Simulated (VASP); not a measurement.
# ZnH20Cl2O10 in VASP: notebook, part 2 of 3

VASP 6.6.1. The steps go on from the part before.

## (3) Single point, PBE

The input, INCAR:

```
PREC = Accurate
ENCUT = 520
EDIFF = 1E-6
ISMEAR = -1
SIGMA = 0.05
LREAL = Auto
LASPH = T
NELM = 80
ALGO = Normal
ISIF = 2
LWAVE = F
LCHARG = T
GGA = PE
LELF = T
LVHAR = T
NBANDS = 75
```

The input, KPOINTS:

```
Automatic mesh
0
Gamma
  1 1 1
```

The input, POSCAR:

```
ZnH20Cl2O10
1.0
    6.9062330000      0.0000000000      0.0000000000
    0.0000000000      6.9062330000      0.0000000000
    0.0000000000      0.0000000000      6.9062330000
O H Zn Cl
10 20 1 2
Direct
    0.3786724253      0.2760404985      0.2897672291
    0.8485378353      0.8704311019      0.4169711621
    1.0856135320      0.1282899086      0.5570185657
    0.8274988695      0.1581325159      1.0485745268
    0.5015614156      0.8964076364      0.2215390069
    0.9962160269      0.7777611905      0.9837055888
    0.2384802250      0.6640667930      0.3874181482
    0.7958173436      0.4704735563      0.2442286555
    0.3731701493      0.9612910540      0.7866517101
    0.6371635594      0.2265924130      0.5909154817
    0.4986075622      0.2837002459      0.3682904993
    0.3916896519      0.3138614061      0.1531515082
    0.7214931787      0.9125814319      0.3669294100
    0.9213126751      0.9827499304      0.4778581898
    1.1947613120      0.1651551577      0.4745857836
    1.0902759869      0.2113163573      0.6752451011
    0.9111189848      0.2433888344      0.9679517039
    0.8903551328      0.0346643387      1.0477636651
    0.4446562982      1.0278541138      0.2178466901
    0.5236284383      0.8575152330      0.0818825545
    1.0794162317      0.6692649958      0.9268004714
    0.8736166301      0.7409393804      0.9237452603
    0.3321781932      0.7458479898      0.3065202115
    0.2968188302      0.5377895591      0.3767176694
    0.7070714237      0.4978256598      0.1309831278
    0.8182318784      0.3270523888      0.2289815591
    0.2474576227      0.9902938404      0.7131673663
    0.4151322436      0.8268183248      0.7601104683
    0.5528484197      0.1411623384      0.6702206543
    0.6261445277      0.3610651422      0.6587237934
   -0.0121339665      0.6758822067      0.2590703210
    0.6145318294      0.6039906270      0.8825940277
    0.1633307188      0.4040987323      0.8996221240
```

Potentials or basis: VASP PAW PBE potentials, release 64 (O, H, Zn, Cl).

On the command line:

```console
$ cat potpaw_PBE.64/O/POTCAR potpaw_PBE.64/H/POTCAR potpaw_PBE.64/Zn/POTCAR potpaw_PBE.64/Cl/POTCAR > POTCAR
$ mpirun -np 1 vasp_gam > vasp.out
```

OUTCAR:

```text
PREC = Accurate
   ENCUT = 520
   EDIFF = 1E-6
   ISMEAR = -1
   LREAL = Auto
   LASPH = T
   NELM = 80
   ISIF = 2
   GGA = PE

 ion  position               nearest neighbor table
   1  0.379  0.276  0.290-  12 0.98  11 0.99
   2  0.849  0.870  0.417-  13 0.99  14 1.02  31 1.98
   3  0.086  0.128  0.557-  15 0.98  16 1.00
   4  0.827  0.158  0.049-  18 0.96  17 1.00
   5  0.502  0.896  0.222-  19 0.99  20 1.01
   6  0.996  0.778  0.984-  22 0.98  21 1.02  31 2.03
   7  0.238  0.664  0.387-  24 0.96  23 1.02  31 1.95
   8  0.796  0.470  0.244-  26 1.01  25 1.01  31 1.94
   9  0.373  0.961  0.787-  28 0.99  27 1.03
  10  0.637  0.227  0.591-  29 0.99  30 1.04
  11  0.499  0.284  0.368-   1 0.99
  12  0.392  0.314  0.153-   1 0.98
  13  0.721  0.913  0.367-   2 0.99
  14  0.921  0.983  0.478-   2 1.02
  15  0.195  0.165  0.475-   3 0.98
  16  0.090  0.211  0.675-   3 1.00
[... 12 lines left out ...]
  29  0.553  0.141  0.670-  10 0.99
  30  0.626  0.361  0.659-  10 1.04
  31  0.988  0.676  0.259-   8 1.94   7 1.95   2 1.98   6 2.03
  32  0.615  0.604  0.883-
  33  0.163  0.404  0.900-

  LATTYP: Found a simple cubic cell.
 ALAT       =     6.9062330000

  Lattice vectors:

 A1 = (   6.9062330000,   0.0000000000,   0.0000000000)
 A2 = (   0.0000000000,   6.9062330000,   0.0000000000)
 A3 = (   0.0000000000,   0.0000000000,   6.9062330000)

Analysis of symmetry for initial positions (statically):
=====================================================================
 Subroutine PRICEL returns:
 Original cell was already a primitive cell.

 Routine SETGRP: Setting up the symmetry group for a
 simple cubic supercell.

 Subroutine GETGRP returns: Found  1 space group operations
 (whereof  1 operations were pure point group operations)
 out of a pool of 48 trial point group operations.

The static configuration has the point symmetry C_1 .

Analysis of symmetry for dynamics (positions and initial velocities):
=====================================================================
 Subroutine PRICEL returns:
 Original cell was already a primitive cell.

 Routine SETGRP: Setting up the symmetry group for a
 simple cubic supercell.

 Subroutine GETGRP returns: Found  1 space group operations
 (whereof  1 operations were pure point group operations)
 out of a pool of 48 trial point group operations.

The dynamic configuration has the point symmetry C_1 .

 Subroutine INISYM returns: Found  1 space group operations
 (whereof  1 operations are pure point group operations),
 and found     1 'primitive' translations

----------------------------------------------------------------------------------------

                                     Primitive cell

  volume of cell :     329.4001

  direct lattice vectors                    reciprocal lattice vectors
     6.906233000  0.000000000  0.000000000     0.144796737  0.000000000  0.000000000
     0.000000000  6.906233000  0.000000000     0.000000000  0.144796737  0.000000000
     0.000000000  0.000000000  6.906233000     0.000000000  0.000000000  0.144796737

  length of vectors
     6.906233000  6.906233000  6.906233000     0.144796737  0.144796737  0.144796737

  position of ions in fractional coordinates (direct lattice)
     0.378672425  0.276040499  0.289767229
     0.848537835  0.870431102  0.416971162
     0.085613532  0.128289909  0.557018566
     0.827498869  0.158132516  0.048574527
     0.501561416  0.896407636  0.221539007
     0.996216027  0.777761191  0.983705589
[... 25 lines left out ...]
     0.614531829  0.603990627  0.882594028
     0.163330719  0.404098732  0.899622124

  ion indices of the primitive-cell ions
   primitive index   ion index
                 1           1
                 2           2
                 3           3
                 4           4
                 5           5
                 6           6
[... 25 lines left out ...]
                32          32
                33          33

----------------------------------------------------------------------------------------

 KPOINTS: Automatic mesh

Automatic generation of k-mesh.
 Grid dimensions read from file:
 generate k-points for:    1    1    1

 Generating k-lattice:

  Cartesian coordinates                     Fractional coordinates (reciprocal lattice)
     0.144796737  0.000000000  0.000000000     1.000000000  0.000000000  0.000000000
     0.000000000  0.144796737  0.000000000     0.000000000  1.000000000  0.000000000
     0.000000000  0.000000000  0.144796737     0.000000000  0.000000000  1.000000000

  Length of vectors
     0.144796737  0.144796737  0.144796737

  Shift w.r.t. Gamma in fractional coordinates (k-lattice)
     0.000000000  0.000000000  0.000000000

 Subroutine IBZKPT returns following result:
 ===========================================

 Found      1 irreducible k-points:

 Following reciprocal coordinates:
            Coordinates               Weight
  0.000000  0.000000  0.000000      1.000000
   k-points           NKPTS =      1   k-points in BZ     NKDIM =      1   number of bands    NBANDS=     75
   number of dos      NEDOS =    301   number of ions     NIONS =     33
   total plane-waves  NPLWV = 157464
   dimension x,y,z NGX =    54 NGY =   54 NGZ =   54
   dimension x,y,z NGXF=   108 NGYF=  108 NGZF=  108
   ions per type =              10  20   1   2
   NGX,Y,Z   is equivalent  to a cutoff of  13.00, 13.00, 13.00 a.u.
   NGXF,Y,Z  is equivalent  to a cutoff of  26.00, 26.00, 26.00 a.u.
 SYSTEM =  unknown system
   PREC   = accura    normal or accurate (medium, high low for compatibility)
   ISTART =      0    job   : 0-new  1-cont  2-samecut
   ICHARG =      2    charge: 1-file 2-atom 10-const
   ISPIN  =      1    spin polarized calculation?
   LNONCOLLINEAR =      F non collinear calculations
   LSORBIT =      F    spin-orbit coupling
   LASPH  =      T    aspherical Exc in radial PAW
   ENCUT  =  520.0 eV  38.22 Ry    6.18 a.u.  12.84 12.84 12.84*2*pi/ulx,y,z
   NELM   =     80;   NELMIN=  2; NELMDL= -5     # of ELM steps
   EDIFF  = 0.1E-05   stopping-criterion for ELM
   LREAL  =      T    real-space projection
   EDIFFG = 0.1E-04   stopping-criterion for IOM
   NSW    =      0    number of steps for IOM
   IBRION =     -1    ionic relax: 0-MD 1-quasi-New 2-CG
   NFREE  =      0    steps in history (QN), initial steepest desc. (CG)
   ISIF   =      2    stress and relaxation
   ISYM   =      2    0-nonsym 1-usesym 2-fastsym
   POTIM  = 0.5000    time-step for ionic-motion
   TEBEG  =    0.0;   TEEND  =   0.0 temperature during run
   PSTRESS=    0.0 pullay stress
   NELECT =     106.0000    total number of electrons
   NUPDOWN=      -1.0000    fix difference up-down
   EMIN   =  10.00;   EMAX   =-10.00  energy-range for DOS
   EFERMI =   0.00;   METHOD = LEGACY
   ISMEAR =    -1;   SIGMA  =   0.05  broadening in eV -4-tet -1-fermi 0-gaus
   EFERMI_NEDOS =   21; number of points for ismear=-14 and -15
   IALGO  =     38    algorithm
   IMIX   =      4    mixing-type and parameters
     AMIX     =   0.40;   BMIX     =  1.00
     AMIX_MAG =   1.60;   BMIX_MAG =  1.00
  volume/ion in A,a.u.               =       9.98        67.36
  Fermi-wavevector in a.u.,A,eV,Ry     =   1.121852  2.119993 17.123638  1.258552
  Thomas-Fermi vector in A             =   2.258508
   LORBIT       =      0    0 simple, 1 ext, 2 COOP (PROOUT), +10 PAW based schemes
   GGA     = PE    functional components
   LHFCALC =     F    Hartree Fock is set to
   AEXX    =    0.0000 exact exchange contribution
   IVDW    =     0    specifies the selected vdW correction
   LEPSILON=     F    determine dielectric tensor
   LRPA    =     F    only Hartree local field effects (RPA)
 non-spin polarized calculation
  energy-cutoff  :      520.00
  volume of cell :      329.40
 maximum number of plane-waves:      4415
 NGX is ok and might be reduce to    50
   NGX = 25   NGY = 25   NGZ = 25

 number of electron     106.0000015 magnetization

 Free energy of the ion-electron system (eV)
  ---------------------------------------------------
  ext. energy  EPLUGINS =         0.00000000
  ---------------------------------------------------
  free energy    TOTEN  =      -153.87283576 eV

  energy without entropy =     -153.87283576  energy(sigma->0) =     -153.87283576

 E-fermi :  -0.5787     XC(G=0):  -7.6876

 val. band max:       -1.8745311180   @ k =   0.0000   0.0000   0.0000
 cond. band min:       1.9959163244   @ k =   0.0000   0.0000   0.0000
 fundamental gap:      3.8704474424
 Fermi energy:        -0.5787162085

 k-point     1 :       0.0000    0.0000    0.0000
  band No.  band energies     occupation
      1     -22.5195      2.00000
      2     -21.9554      2.00000
      3     -21.7600      2.00000
      4     -21.6290      2.00000
      5     -21.5055      2.00000
      6     -21.3798      2.00000
[... 57 lines left out ...]
     64       6.9206      0.00000
     65       7.0708      0.00000
 [bands above 65 left out]

------------------------ aborting loop because EDIFF is reached ----------------------------------------

  FORCE on cell =-STRESS in cart. coord.  units (eV):
  Direction    XX          YY          ZZ          XY          YZ          ZX
  --------------------------------------------------------------------------------------
  -------------------------------------------------------------------------------------
  Total        4.6960815      2.3904452     -2.1274248     -0.7521462     -1.5147556     -0.1543780
  in kB       22.8413902     11.6269471    -10.3476355     -3.6583832     -7.3676584     -0.7508830
  external PRESSURE =       8.0402340 kB  Pullay stress =       0.0000000 kB

 VOLUME and BASIS-vectors are now :
 -----------------------------------------------------------------------------
  energy-cutoff  :      520.00
  volume of cell :      329.40
      direct lattice vectors                 reciprocal lattice vectors
     6.906233000  0.000000000  0.000000000     0.144796737  0.000000000  0.000000000
     0.000000000  6.906233000  0.000000000     0.000000000  0.144796737  0.000000000
     0.000000000  0.000000000  6.906233000     0.000000000  0.000000000  0.144796737

 POSITION                                       TOTAL-FORCE (eV/Angst)
 -----------------------------------------------------------------------------------
      2.61520      1.90640      2.00120        -0.462998     -0.053593      0.132641
      5.86020      6.01140      2.87970         0.208665      0.259862      0.209142
      0.59127      0.88600      3.84690         0.072660     -0.253543      0.287892
      5.71490      1.09210      0.33547        -0.498458      0.878923      0.051412
      3.46390      6.19080      1.53000        -0.144015     -0.482619     -0.927177
      6.88010      5.37140      6.79370         1.076323      0.072014      0.282716
[... 25 lines left out ...]
      4.24410      4.17130      6.09540        -0.002482      0.125630     -0.145499
      1.12800      2.79080      6.21300         0.116178     -0.223761     -0.138746
 -----------------------------------------------------------------------------------
    total drift:                                0.003728      0.007581      0.003136

  FREE ENERGIE OF THE ION-ELECTRON SYSTEM (eV)
  ---------------------------------------------------
  free  energy   TOTEN  =      -153.8728357568 eV

  energy  without entropy=     -153.8728357568  energy(sigma->0) =     -153.87283576
```

Run time: 84 s. Hardware: 1 thread of Intel Xeon 6975P-C, shared host; peak memory 0.38 GiB.

Results:

- Free energy: -153.8728 eV
- Pressure: 0.8 GPa
- Largest force: 2.156 eV/Å
- Band gap on the k mesh: 3.87 eV

Forces on the atoms (eV/Å):
```
O   -0.463 -0.054  0.133
O    0.209  0.260  0.209
O    0.073 -0.254  0.288
O   -0.498  0.879  0.051
O   -0.144 -0.483 -0.927
O    1.076  0.072  0.283
O    0.262  1.062 -0.568
O   -0.640 -0.463  0.289
O   -0.851  0.228 -0.759
O   -0.573  1.971  0.659
H    0.412 -0.070  0.110
H    0.034  0.146  0.061
H   -0.045 -0.074 -0.067
H   -0.185 -0.224 -0.180
H   -0.052  0.291 -0.175
H   -0.064  0.296 -0.333
H    0.024 -0.204  0.171
H    0.567 -0.780 -0.093
H    0.043 -0.003  0.022
H   -0.184  0.242  0.936
H    0.179  0.178  0.075
H   -1.348 -0.208 -0.353
H    0.073  0.303  0.474
H    0.244 -1.390  0.060
H    0.287  0.235 -0.020
H    0.343  0.290 -0.201
H    1.429 -0.642  0.684
H   -0.282  0.425  0.023
H    0.057  0.026  0.044
H    0.275 -1.982 -0.709
Zn  -0.370  0.026  0.098
Cl  -0.002  0.126 -0.145
Cl   0.116 -0.224 -0.139
```

Caveat: the k points lie up to 0.91 Å⁻¹ apart.

## (4) Single point, PBE

The input, INCAR:

```
PREC = Accurate
ENCUT = 520
EDIFF = 1E-6
ISMEAR = -1
SIGMA = 0.05
LREAL = Auto
LASPH = True
NELM = 60
ALGO = Normal
ISIF = 2
LWAVE = False
LCHARG = False
GGA = PE
NBANDS = 75
```

KPOINTS is that of step 3.

The input, POSCAR:

```
ZnH20Cl2O10
1.0
    6.9062330000      0.0000000000      0.0000000000
    0.0000000000      6.9062330000      0.0000000000
    0.0000000000      0.0000000000      6.9062330000
O H Zn Cl
10 20 1 2
Direct
    0.3832335225      0.2619228167      0.2860025140
    0.8206934229      0.8674048501      0.4092100571
    1.0796334268      0.1321559814      0.5462022495
    0.8668401428      0.1244383154      1.0696134926
    0.4877767663      0.8847949381      0.2188023485
    0.9963463439      0.7777177515      0.9864277675
    0.2411444850      0.6639943946      0.3847973273
    0.8010589854      0.4569929801      0.2426358914
    0.3829728884      0.9817218736      0.7896055636
    0.6487907373      0.2505562729      0.5871507666
    0.5048193422      0.2919102208      0.3587628741
    0.3862018556      0.3226940070      0.1565397518
    0.6903618803      0.9015624002      0.3497709967
    0.8875171168      0.9875427024      0.4593676466
    1.1576788678      0.1908276191      0.4436716804
    1.0485455675      0.2394214038      0.6369463642
    0.9315353247      0.2011950654      0.9675317934
    0.9164475047     -0.0077900644      1.0357310563
    0.4242399583      1.0154595132      0.2086520973
    0.5103071385      0.8333052186      0.0900056514
    1.0814289063      0.6627636224      0.9442339985
    0.8758609795      0.7411855349      0.9245126830
    0.3283845187      0.7537538916      0.3064333335
    0.2969925863      0.5295071858      0.3977276759
    0.7149338865      0.4871107013      0.1300998678
    0.8302500075      0.3133546175      0.2220313158
    0.2802540835      1.0141708222      0.7060868059
    0.4042435290      0.8461197298      0.7651783541
    0.5656050122      0.1650393203      0.6626043460
    0.6540758182      0.3535646712      0.6725084427
   -0.0220091040      0.6792270113      0.2663825562
    0.6243200888      0.6110856671      0.8804799954
    0.1614773206      0.4041566510      0.8936275391
```

On the command line:

```console
$ cat potpaw_PBE.64/O/POTCAR potpaw_PBE.64/H/POTCAR potpaw_PBE.64/Zn/POTCAR potpaw_PBE.64/Cl/POTCAR > POTCAR
$ mpirun -np 1 vasp_gam > vasp.out
```

Run time: 80 s. Hardware: 1 thread of Intel Xeon 6975P-C, shared host; peak memory 0.38 GiB.

The run converged. Its results:

- Free energy: -153.7015 eV
- Pressure: 1.9 GPa
- Largest force: 3.437 eV/Å
- Band gap on the k mesh: 3.67 eV

Forces on the atoms (eV/Å):
```
O    0.085  0.326 -0.071
O   -0.301  0.588  0.167
O   -0.309  0.025  0.020
O    0.109 -0.286 -0.551
O   -0.798  0.657  0.771
O    1.672 -0.127  0.824
O   -0.573 -0.960  0.128
O   -0.291 -0.924  0.187
O    1.453  0.109  1.024
O   -0.335 -2.181 -1.859
H   -0.132 -0.243  0.103
H   -0.167 -0.075  0.079
H    0.686 -0.293  0.151
H   -0.070 -0.362 -0.102
H    0.204  0.036 -0.114
H    0.204 -0.291 -0.119
H    0.028  0.335  0.336
H   -0.149  0.771  0.513
H    0.518 -0.231 -0.030
H    0.225 -0.178 -0.906
H    0.163  0.016 -0.316
H   -1.679 -0.523 -0.671
H    0.704 -0.313  0.237
H   -0.304  1.114 -0.385
H    0.099  0.244 -0.308
H    0.317  0.693 -0.050
H   -1.833  0.767 -1.138
H    0.447 -0.727 -0.003
H   -0.345 -0.891  0.123
H    0.410  2.931  1.748
Zn   0.027 -0.166  0.254
Cl  -0.209  0.070  0.043
Cl   0.143  0.088 -0.083
```

Stress tensor (GPa, compression positive):
```
 2.57  0.43 -0.15
 0.43  1.87  0.02
-0.15  0.02  1.29
```

Levels at points of the mesh, in eV from the valence-band top:
| k point | band 51 | band 52 | band 53 | band 54 | band 55 | band 56 |
| --- | --- | --- | --- | --- | --- | --- |
| (0.00, 0.00, 0.00) | -0.52 | -0.36 | 0.00 | 3.67 | 6.41 | 6.85 |

Caveat: the k points lie up to 0.91 Å⁻¹ apart.

(Part 2 of 3 ends here.)
